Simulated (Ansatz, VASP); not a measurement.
Two plane-wave programs on MgO

File POSCAR:

```
MgO
1.0
    0.0000000000      2.1547216012      2.1547216012
    2.1547216012      0.0000000000      2.1547216012
    2.1547216012      2.1547216012      0.0000000000
Mg O
1 1
Direct
    0.0000000000      0.0000000000      0.0000000000
    0.5000000000      0.5000000000      0.5000000000
```

INCAR.step1

```
PREC = Accurate
ENCUT = 750
ISMEAR = 0
SIGMA = 0.01
LREAL = False
LASPH = True
NELM = 120
NBANDS = 15
GGA = PE
ALGO = Normal
EDIFF = 1E-5
LWAVE = True
LCHARG = False
GGA_COMPAT = False
```

INCAR.step2

```
PREC = Accurate
ENCUT = 750
EDIFF = 1E-6
ISMEAR = 0
SIGMA = 0.01
LREAL = False
LASPH = True
NELM = 120
ALGO = Normal
ISIF = 2
LWAVE = False
LCHARG = False
METAGGA = R2SCAN
LMIXTAU = True
NBANDS = 15
ISTART = 1
GGA_COMPAT = False
```

Contents of KPOINTS:

```
regular mesh
0
Gamma
  10 10 10
```

Input for Ansatz:

```yaml
crystal:
  lattice:
    - [0.0, 2.1547216012, 2.1547216012]
    - [2.1547216012, 0.0, 2.1547216012]
    - [2.1547216012, 2.1547216012, 0.0]
  atoms:
    - { symbol: Mg, position: [0.0, 0.0, 0.0] }
    - { symbol: O, position: [0.5, 0.5, 0.5] }
kpoints:
  mp_grid: { grid: [10, 10, 10] }
  band_path:
    path:
      - [0.0, 0.0, 0.0]
      - [0.5, 0.0, 0.5]
      - [0.625, 0.25, 0.625]
      - [0.375, 0.375, 0.75]
      - [0.5, 0.5, 0.5]
      - [0.5, 0.25, 0.75]
    npoints: 1
hamiltonian:
  xc: r2scan
scf:
  occupations: { method: fixed }
  n_extra_bands: 4
output:
  forces: true
  stress: true
  eigenvalues: true
```

Change from the starting cell: hydrostatic strain +2.5%.

Alike in both runs: task single point; functional r2SCAN; k mesh 10 × 10 × 10; no spin polarisation.

```csv
,VASP,Ansatz
version,VASP 6.6.1,Ansatz 0.2.0
potentials or method,"VASP PAW PBE potentials, release 64 (Mg_sv, O)","plane waves, PAW"
plane-wave cutoff (eV),750,500
occupations,"gaussian, width 0.01 eV",fixed
valence electrons in the cell,16,16
```

Ansatz gave:

| Quantity | Value |
| --- | --- |
| gap on the k mesh at the Fermi level (eV) | 4.96 |
| pressure (GPa) | -10.6 |

Task: Estimate VASP's values.

Result: gap on the k mesh at the Fermi level (eV): 4.99; pressure (GPa): -10.8.

VASP's potentials were made for PBE, not for r2SCAN.
